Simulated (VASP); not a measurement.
# Ru (Pm-3m) in VASP: a series of runs

Runs on Ru. Level: PBE. Tasks: density of states.

All numbers are computed with VASP 6.6.1; they aren't measurements. Logs are shortened: lines on timing, memory, paths and dates and some standing lists are left out, and cuts for length are marked.

### Step 1. The cell of the first run

It takes space group Pm-3m (No. 221, cubic). The conventional cell has a = 2.512 Å, b = 2.512 Å, c = 2.512 Å, α = 90.00°, β = 90.00°, γ = 90.00°. Within 3.3 Å of Ru (site symmetry m-3m) lie 6 Ru at 2.51 Å.

### Step 2. Density of states, PBE

POSCAR reads:

```
Ru
1.0
    2.5121183175      0.0000000000      0.0000000000
    0.0000000000      2.5121183175      0.0000000000
    0.0000000000      0.0000000000      2.5121183175
Ru
1
Direct
    0.0000000000      0.0000000000      0.0000000000
```

INCAR.step1 reads:

```
PREC = Accurate
ENCUT = 520
EDIFF = 1E-7
ISMEAR = -1
SIGMA = 0.1
LREAL = F
LASPH = T
NELM = 60
ALGO = Normal
ISIF = 2
LWAVE = F
LCHARG = T
LMAXMIX = 4
GGA = PE
NBANDS = 13
```

KPOINTS.step1 reads:

```
Automatic mesh
0
Gamma
  15 15 15
```

INCAR.step2 reads:

```
PREC = Accurate
ENCUT = 520
EDIFF = 1E-7
ISMEAR = -5
SIGMA = 0.1
LREAL = F
LASPH = T
NELM = 60
ALGO = Normal
ISIF = 2
LWAVE = F
LCHARG = F
LMAXMIX = 4
GGA = PE
LORBIT = 11
NBANDS = 13
NEDOS = 2001
ICHARG = 11
```

KPOINTS.step2 reads:

```
Automatic mesh
0
Gamma
  23 23 23
```

Potentials or basis: VASP PAW PBE potentials, release 64 (Ru_pv).

Run with:

```sh
> cat potpaw_PBE.64/Ru_pv/POTCAR > POTCAR
> cp INCAR.step1 INCAR
> cp KPOINTS.step1 KPOINTS
> mpirun -np 1 vasp_std > vasp.out
> cp INCAR.step2 INCAR
> cp KPOINTS.step2 KPOINTS
> mpirun -np 1 vasp_std > vasp.out
```

OUTCAR:

```text
PREC = Accurate
   ENCUT = 520
   EDIFF = 1E-7
   ISMEAR = -5
   LREAL = F
   LASPH = T
   NELM = 60
   ISIF = 2
   GGA = PE
   LORBIT = 11
   ICHARG = 11

 ion  position               nearest neighbor table
   1  0.000  0.000  0.000-

  LATTYP: Found a simple cubic cell.
 ALAT       =     2.5121183175

  Lattice vectors:

 A1 = (   2.5121183175,   0.0000000000,   0.0000000000)
 A2 = (   0.0000000000,   2.5121183175,   0.0000000000)
 A3 = (   0.0000000000,   0.0000000000,   2.5121183175)

Analysis of symmetry for initial positions (statically):
=====================================================================
 Subroutine PRICEL returns:
 Original cell was already a primitive cell.

 Routine SETGRP: Setting up the symmetry group for a
 simple cubic supercell.

 Subroutine GETGRP returns: Found 48 space group operations
 (whereof 48 operations were pure point group operations)
 out of a pool of 48 trial point group operations.

The static configuration has the point symmetry O_h .

Analysis of symmetry for dynamics (positions and initial velocities):
=====================================================================
 Subroutine PRICEL returns:
 Original cell was already a primitive cell.

 Routine SETGRP: Setting up the symmetry group for a
 simple cubic supercell.

 Subroutine GETGRP returns: Found 48 space group operations
 (whereof 48 operations were pure point group operations)
 out of a pool of 48 trial point group operations.

The dynamic configuration has the point symmetry O_h .

 Subroutine INISYM returns: Found 48 space group operations
 (whereof 48 operations are pure point group operations),
 and found     1 'primitive' translations

----------------------------------------------------------------------------------------

                                     Primitive cell

  volume of cell :      15.8533

  direct lattice vectors                    reciprocal lattice vectors
     2.512118318  0.000000000  0.000000000     0.398070422  0.000000000  0.000000000
     0.000000000  2.512118318  0.000000000     0.000000000  0.398070422  0.000000000
     0.000000000  0.000000000  2.512118318     0.000000000  0.000000000  0.398070422

  length of vectors
     2.512118318  2.512118318  2.512118318     0.398070422  0.398070422  0.398070422

  position of ions in fractional coordinates (direct lattice)
     0.000000000  0.000000000  0.000000000

  ion indices of the primitive-cell ions
   primitive index   ion index
                 1           1

----------------------------------------------------------------------------------------

 KPOINTS: Automatic mesh

Automatic generation of k-mesh.
 Grid dimensions read from file:
 generate k-points for:   23   23   23

 Generating k-lattice:

  Cartesian coordinates                     Fractional coordinates (reciprocal lattice)
     0.017307410  0.000000000  0.000000000     0.043478261  0.000000000  0.000000000
     0.000000000  0.017307410  0.000000000     0.000000000  0.043478261  0.000000000
     0.000000000  0.000000000  0.017307410     0.000000000  0.000000000  0.043478261

  Length of vectors
     0.017307410  0.017307410  0.017307410

  Shift w.r.t. Gamma in fractional coordinates (k-lattice)
     0.000000000  0.000000000  0.000000000

 TETIRR: Found   6051 inequivalent tetrahedra from    73002

 Subroutine IBZKPT returns following result:
 ===========================================

 Found    364 irreducible k-points:

 Following reciprocal coordinates:
            Coordinates               Weight
  0.000000  0.000000  0.000000      1.000000
  0.043478  0.000000  0.000000      6.000000
  0.086957  0.000000  0.000000      6.000000
  0.130435  0.000000  0.000000      6.000000
  0.173913  0.000000  0.000000      6.000000
  0.217391  0.000000  0.000000      6.000000
[... 16 lines left out ...]
  0.478261  0.043478  0.000000     24.000000
  0.086957  0.086957  0.000000     12.000000
 [... further k-points ...]
   k-points           NKPTS =    364   k-points in BZ     NKDIM =    364   number of bands    NBANDS=     13
   number of dos      NEDOS =   2001   number of ions     NIONS =      1
   total plane-waves  NPLWV =   8000
   dimension x,y,z NGX =    20 NGY =   20 NGZ =   20
   dimension x,y,z NGXF=    40 NGYF=   40 NGZF=   40
   ions per type =               1
   NGX,Y,Z   is equivalent  to a cutoff of  13.24, 13.24, 13.24 a.u.
   NGXF,Y,Z  is equivalent  to a cutoff of  26.47, 26.47, 26.47 a.u.
 SYSTEM =  unknown system
   PREC   = accura    normal or accurate (medium, high low for compatibility)
   ISTART =      0    job   : 0-new  1-cont  2-samecut
   ICHARG =     11    charge: 1-file 2-atom 10-const
   ISPIN  =      1    spin polarized calculation?
   LNONCOLLINEAR =      F non collinear calculations
   LSORBIT =      F    spin-orbit coupling
   LASPH  =      T    aspherical Exc in radial PAW
   ENCUT  =  520.0 eV  38.22 Ry    6.18 a.u.   4.67  4.67  4.67*2*pi/ulx,y,z
   NELM   =     60;   NELMIN=  2; NELMDL=  0     # of ELM steps
   EDIFF  = 0.1E-06   stopping-criterion for ELM
   LREAL  =      F    real-space projection
   EDIFFG = 0.1E-05   stopping-criterion for IOM
   NSW    =      0    number of steps for IOM
   IBRION =     -1    ionic relax: 0-MD 1-quasi-New 2-CG
   NFREE  =      0    steps in history (QN), initial steepest desc. (CG)
   ISIF   =      2    stress and relaxation
   ISYM   =      2    0-nonsym 1-usesym 2-fastsym
   POTIM  = 0.5000    time-step for ionic-motion
   TEBEG  =    0.0;   TEEND  =   0.0 temperature during run
   PSTRESS=    0.0 pullay stress
   NELECT =      14.0000    total number of electrons
   NUPDOWN=      -1.0000    fix difference up-down
   EMIN   =  10.00;   EMAX   =-10.00  energy-range for DOS
   EFERMI =   0.00;   METHOD = LEGACY
   ISMEAR =    -5;   SIGMA  =   0.10  broadening in eV -4-tet -1-fermi 0-gaus
   EFERMI_NEDOS =   21; number of points for ismear=-14 and -15
   IALGO  =     38    algorithm
   IMIX   =      4    mixing-type and parameters
     AMIX     =   0.40;   BMIX     =  1.00
     AMIX_MAG =   1.60;   BMIX_MAG =  1.00
  volume/ion in A,a.u.               =      15.85       106.98
  Fermi-wavevector in a.u.,A,eV,Ry     =   1.570643  2.968084 33.564467  2.466919
  Thomas-Fermi vector in A             =   2.672345
   LORBIT       =     11    0 simple, 1 ext, 2 COOP (PROOUT), +10 PAW based schemes
   GGA     = PE    functional components
   LHFCALC =     F    Hartree Fock is set to
   AEXX    =    0.0000 exact exchange contribution
   IVDW    =     0    specifies the selected vdW correction
   LEPSILON=     F    determine dielectric tensor
   LRPA    =     F    only Hartree local field effects (RPA)
 non-spin polarized calculation
 Fermi weights with tetrahedron method with Bloechl corrections
  energy-cutoff  :      520.00
  volume of cell :       15.85
 maximum number of plane-waves:       449
 NGX is ok and might be reduce to    20

 number of electron      13.9999997 magnetization

 Free energy of the ion-electron system (eV)
  ---------------------------------------------------
  ext. energy  EPLUGINS =         0.00000000
  ---------------------------------------------------
  free energy    TOTEN  =        -8.10097444 eV

  energy without entropy =       -8.10097444  energy(sigma->0) =       -8.10097444

 E-fermi :  10.5164     XC(G=0): -13.0141

 val. band max:       10.5136519832   @ k =   0.2609   0.0435   0.0000
 cond. band min:      10.4106029341   @ k =   0.3043   0.2174   0.0000
 fundamental gap:     -0.1030490491
 Fermi energy:        10.5164335353

 k-point     1 :       0.0000    0.0000    0.0000
  band No.  band energies     occupation
      1     -31.9228      2.00000
      2     -31.9228      2.00000
      3     -31.9228      2.00000
      4       3.3581      2.00000
      5       5.1699      2.00000
      6       5.1699      2.00000
      7      12.0845      0.00000
      8      12.0845      0.00000
      9      12.0845      0.00000
     10      21.4222      0.00000
     11      27.1074      0.00000
     12      27.1074      0.00000
     13      27.1074      0.00000

 k-point     2 :       0.0435    0.0000    0.0000
  band No.  band energies     occupation
      1     -31.9432      2.00000
      2     -31.9211      2.00000
      3     -31.9211      2.00000
      4       3.4166      2.00000
      5       5.1827      2.00000
      6       5.2279      2.00000
      7      12.0237      0.00000
      8      12.0237      0.00000
      9      12.0891      0.00000
     10      21.4221      0.00000
     11      26.7282      0.00000
     12      27.2155      0.00000
     13      27.2155      0.00000

 k-point     3 :       0.0870    0.0000    0.0000
  band No.  band energies     occupation
      1     -32.0025      2.00000
      2     -31.9161      2.00000
      3     -31.9161      2.00000
      4       3.5842      2.00000
      5       5.2201      2.00000
      6       5.4054      2.00000
      7      11.8497      0.00000
      8      11.8497      0.00000
      9      12.1025      0.00000
     10      21.4220      0.00000
     11      25.7919      0.00000
     12      27.5297      0.00000
     13      27.5297      0.00000

 k-point     4 :       0.1304    0.0000    0.0000
  band No.  band energies     occupation
      1     -32.0958      2.00000
      2     -31.9081      2.00000
      3     -31.9081      2.00000
      4       3.8380      2.00000
      5       5.2802      2.00000
      6       5.7112      2.00000
      7      11.5856      0.00000
      8      11.5856      0.00000
      9      12.1240      0.00000
     10      21.4219      0.00000
     11      24.6090      0.00000
     12      28.0228      0.00000
     13      28.0228      0.00000

 k-point     5 :       0.1739    0.0000    0.0000
  band No.  band energies     occupation
      1     -32.2153      2.00000
      2     -31.8978      2.00000
      3     -31.8978      2.00000
      4       4.1469      2.00000
      5       5.3591      2.00000
      6       6.1519      2.00000
      7      11.2618      0.00000
      8      11.2618      0.00000
      9      12.1518      0.00000
     10      21.4217      0.00000
     11      23.3650      0.00000
     12      28.6575      0.00000
     13      28.6575      0.00000
[... 257 lines left out ...]
 k-point    22 :       0.4348    0.0435    0.0000
  band No.  band energies     occupation
      1     -32.9220      2.00000
      2     -31.8532      2.00000
      3     -31.8321      2.00000
      4       5.9123      2.00000
      5       6.0110      2.00000
      6       9.0748      2.00000
      7       9.5876      2.00000
      8      10.4452      0.97735
      9      12.2750      0.00000
     10      18.0645      0.00000
     11      21.4228      0.00000
     12      27.1382      0.00000
     13      31.3909      0.00000

 k-point    23 :       0.4783    0.0435    0.0000
  band No.  band energies     occupation
      1     -32.9585      2.00000
      2     -31.8497      2.00000
      3     -31.8286      2.00000
      4       5.9508      2.00000
      5       6.1112      2.00000
      6       9.0501      2.00000
      7       9.5095      2.00000
      8      10.6572      0.15249
      9      12.2848      0.00000
     10      17.8206      0.00000
     11      21.4228      0.00000
     12      26.9687      0.00000
     13      31.1868      0.00000

 k-point    24 :       0.0870    0.0870    0.0000
  band No.  band energies     occupation
      1     -31.9991      2.00000
      2     -31.9920      2.00000
      3     -31.9094      2.00000
      4       3.8122      2.00000
      5       5.3669      2.00000
      6       5.5387      2.00000
      7      11.6084      0.00000
      8      11.8292      0.00000
      9      11.9114      0.00000
     10      21.4221      0.00000
     11      26.0556      0.00000
     12      26.2736      0.00000
     13      27.9537      0.00000

 [... further k-points ...]
[... 5 lines left out ...]
  --------------------------------------------------------------------------------------
  -------------------------------------------------------------------------------------
  Total       -0.0481230     -0.0481230     -0.0481230      0.0000000      0.0000000      0.0000000
  in kB       -4.8634347     -4.8634347     -4.8634347      0.0000000      0.0000000      0.0000000
  external PRESSURE =      -4.8634347 kB  Pullay stress =       0.0000000 kB

 VOLUME and BASIS-vectors are now :
 -----------------------------------------------------------------------------
  energy-cutoff  :      520.00
  volume of cell :       15.85
      direct lattice vectors                 reciprocal lattice vectors
     2.512118318  0.000000000  0.000000000     0.398070422  0.000000000  0.000000000
     0.000000000  2.512118318  0.000000000     0.000000000  0.398070422  0.000000000
     0.000000000  0.000000000  2.512118318     0.000000000  0.000000000  0.398070422

 POSITION                                       TOTAL-FORCE (eV/Angst)
 -----------------------------------------------------------------------------------
      0.00000      0.00000      0.00000         0.000000      0.000000      0.000000
 -----------------------------------------------------------------------------------
    total drift:                               -0.000000      0.000000     -0.000000

  FREE ENERGIE OF THE ION-ELECTRON SYSTEM (eV)
  ---------------------------------------------------
  free  energy   TOTEN  =        -8.1009744368 eV

  energy  without entropy=       -8.1009744368  energy(sigma->0) =       -8.10097444

 total charge

# of ion       s       p       d       tot
------------------------------------------
    1        0.394   6.203   6.076  12.672
```

It took 34 s on 1 thread of Intel Xeon Platinum 8488C (Sapphire Rapids), shared host; peak memory 0.19 GiB.

Results:

```yaml
Valence_electrons_inside_the_program's_atomic_spheres: Ru 12.67
```

Caveat: tetrahedron occupations give inexact forces and stress in metals.

### Step 3. Density of states, PBE

POSCAR reads:

```
Ru
1.0
    2.5121183181      0.0000000000      0.0000000000
    0.0000000000      2.5121183181      0.0000000000
    0.0000000000      0.0000000000      2.5121183181
Ru
1
Direct
    0.0000000000      0.0000000000      0.0000000000
```

INCAR.step1 reads:

```
PREC = Accurate ; ENCUT = 520
EDIFF = 1E-7 ; ISMEAR = -1
SIGMA = 0.1 ; LREAL = False
LASPH = True ; NELM = 100
ALGO = Normal ; ISIF = 2
LWAVE = False ; LCHARG = True
LMAXMIX = 4 ; GGA = PE
NBANDS = 13
```

KPOINTS.step1 is that of step 2.

INCAR.step2 reads:

```
PREC = Accurate ; ENCUT = 520
EDIFF = 1E-7 ; ISMEAR = -5
SIGMA = 0.1 ; LREAL = False
LASPH = True ; NELM = 100
ALGO = Normal ; ISIF = 2
LWAVE = False ; LCHARG = False
LMAXMIX = 4 ; GGA = PE
LORBIT = 11 ; NBANDS = 13
NEDOS = 1001 ; ICHARG = 11
```

KPOINTS.step2 is that of step 2.

Potentials or basis: VASP PAW PBE potentials, release 64 (Ru_pv).

Run with:

```sh
> cat potpaw_PBE.64/Ru_pv/POTCAR > POTCAR
> cp INCAR.step1 INCAR
> cp KPOINTS.step1 KPOINTS
> mpirun -np 1 vasp_std > vasp.out
> cp INCAR.step2 INCAR
> cp KPOINTS.step2 KPOINTS
> mpirun -np 1 vasp_std > vasp.out
```

Run time: 44 s. Hardware: 1 thread of Intel Xeon Platinum 8259CL at 2.50GHz (Skylake/Cascade Lake), shared host; peak memory 0.18 GiB.

It converged, with:

* Valence electrons inside the program's atomic spheres: Ru 12.67

Levels at points of the mesh, in eV from the Fermi level:
| k point | band 4 | band 5 | band 6 | band 7 | band 8 | band 9 | band 10 | band 11 |
| --- | --- | --- | --- | --- | --- | --- | --- | --- |
| (0.00, 0.00, 0.00) | -7.16 | -5.35 | -5.35 | 1.57 | 1.57 | 1.57 | 10.91 | 16.59 |

Caveat: tetrahedron occupations give inexact forces and stress in metals.
